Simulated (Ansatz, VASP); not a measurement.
## NaScSi in VASP and in Ansatz

Contents of INCAR:

```
SYSTEM = NaScSi
ALGO     = Normal         ! electronic algorithm
EDIFF    = 1E-6           ! SCF threshold, eV
ENCUT    = 520            ! plane-wave cutoff, eV
GGA      = PE             ! functional
ISIF     = 2              ! what is computed and relaxed
ISMEAR   = -1             ! smearing method
LASPH    = .TRUE.         ! aspherical terms in the spheres
LCHARG   = .FALSE.        ! write CHGCAR
LREAL    = .FALSE.        ! projectors in reciprocal space
LWAVE    = .FALSE.        ! write WAVECAR
NBANDS   = 31             ! bands
NELM     = 80             ! most SCF steps
PREC     = Accurate       ! precision mode
SIGMA    = 0.1            ! smearing width, eV
```

File KPOINTS:

```
k-points
0
G
  9 9 9
  0 0 0
```

POSCAR

```
NaScSi
1.0
    0.0000000000      4.1260990000      0.0000000000
    4.1260990000      0.0000000000      0.0000000000
    2.0630500000      2.0630500000     -7.5443140000
Sc Si Na
2 2 2
Direct
    0.5000000000      0.0000000000      0.0000000000
    0.0000000000      0.5000000000      0.0000000000
    0.1200000000      0.1200000000      0.7600000000
    0.8800000000      0.8800000000      0.2400000000
    0.3249000000      0.3249000000      0.3502000000
    0.6751000000      0.6751000000      0.6498000000
```

Input for Ansatz:

```yaml
crystal:
  lattice:
    - [0.0, 4.126099, 0.0]
    - [4.126099, 0.0, 0.0]
    - [2.06305, 2.06305, -7.544314]
  atoms:
    - { symbol: Sc, position: [0.5, 0.0, 0.0] }
    - { symbol: Sc, position: [0.0, 0.5, 0.0] }
    - { symbol: Si, position: [0.12, 0.12, 0.76] }
    - { symbol: Si, position: [0.88, 0.88, 0.24] }
    - { symbol: Na, position: [0.3249, 0.3249, 0.3502] }
    - { symbol: Na, position: [0.6751, 0.6751, 0.6498] }
  symmetry: { tolerance: 0.0003 }
kpoints:
  mp_grid: { grid: [9, 9, 9], shift: [0, 0, 0] }
  band_path:
    path:
      - [0.0, 0.0, 0.0]
      - [0.5, 0.5, 0.5]
      - [0.5, 0.5, 0.25]
      - [0.0, 0.5, 0.0]
      - [0.0, 0.0, 0.0]
      - [0.0, 0.0, -0.5]
      - [0.0, 0.46261049, -0.26869476]
      - [0.0, 0.53738951, 0.26869476]
      - [0.0, 0.0, 0.0]
      - [0.5, 0.5, 0.5]
      - [0.46261049, 0.53738951, 0.5]
    npoints: 6
magnetization:
  spin_polarized: false
scf:
  occupations: { method: fermi_dirac }
  lower_state_search: "off"
  max_iter: 200
hamiltonian:
  pseudopotentials: { kind: paw }
  xc: pbe
basis:
  ecutwfc: 420
  fft_grid_basis: typed
output:
  forces: true
  stress: true
  eigenvalues: true
  bader: true
  populations: true
  elf: true
  write_potential: true
  volumetric_format: npy
  dos:
    e_range: [-12, 8]
    de: 0.05
    projected: { site_lists: { Na: [Na], Sc: [Sc], Si: [Si] } }
checkpoint:
  read: saved_state
```

Alike in both runs: task single point; functional PBE; k mesh 9 × 9 × 9; no spin polarisation.

|  | VASP | Ansatz |
| --- | --- | --- |
| version | VASP 6.6.1 | Ansatz 0.2.0 |
| potentials or method | VASP PAW PBE potentials, release 64 (Sc_sv, Si, Na_pv), cutoff 520 eV | PAW plane waves |
| occupations | fermi-dirac, width 0.1 eV | fermi-dirac |
| valence electrons in the cell | 44 | 48 |

VASP gave:

| Property | Result |
| --- | --- |
| pressure (GPa) | 6.3 |
| traceless stress, the component that is largest in VASP (GPa) | -2.07 |
| rms of the force components (eV/Å) | 0.173 |

**Question.** What did Ansatz give for the same quantities?

**Answer.** Pressure (GPa): 6.2; traceless stress, the component that is largest in VASP (GPa): -2.07; rms of the force components (eV/Å): 0.173.

Atom by atom the forces differ by 0.006 eV/Å (rms over components). VASP's potentials hold 44 valence electrons a cell and Ansatz's 48, so a difference there can come from the potentials and not from the codes.
